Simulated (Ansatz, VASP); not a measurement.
## Two plane-wave programs on AlGaN2

```xyz
4
Lattice="3.0879 0.0000 0.0000 0.0000 3.0879 0.0000 0.0000 0.0000 4.5686" Properties=species:S:1:pos:R:3 pbc="T T T"
Al    1.5439    1.5439    2.2843
Ga    0.0000    0.0000    0.0000
N     1.5439    0.0000    3.3766
N     0.0000    1.5439    1.1920
```

Alike in both runs: task single point; functional r2SCAN; k mesh 8 × 8 × 6; occupations gaussian, width 0.05 eV; no spin polarisation.

```csv
,VASP,Ansatz
version,VASP 6.6.1,Ansatz 0.2.0
potentials or method,"VASP PAW PBE potentials, release 64 (Al, Ga_d, N_h), cutoff 1460 eV","scalar-relativistic, plane waves, PAW"
valence electrons in the cell,26,26
```

|  | VASP | Ansatz | Ansatz less VASP |
| --- | --- | --- | --- |
| gap on the k mesh at the Fermi level (eV) | 3.29 | 3.28 | -0.007 |
| least direct gap on the mesh (eV) | 3.29 | 3.28 | -0.007 |
| pressure (GPa) | 0.1 | -0.1 | -0.25 |
| traceless stress, the component that is largest in VASP (GPa) | -5.04 | -5.09 | -0.057 |
| rms of the force components (eV/Å) | 0.006 | 0.032 | +0.0263 |

VASP's potentials were made for PBE, not for r2SCAN. Atom by atom the forces differ by 0.039 eV/Å (rms over components).
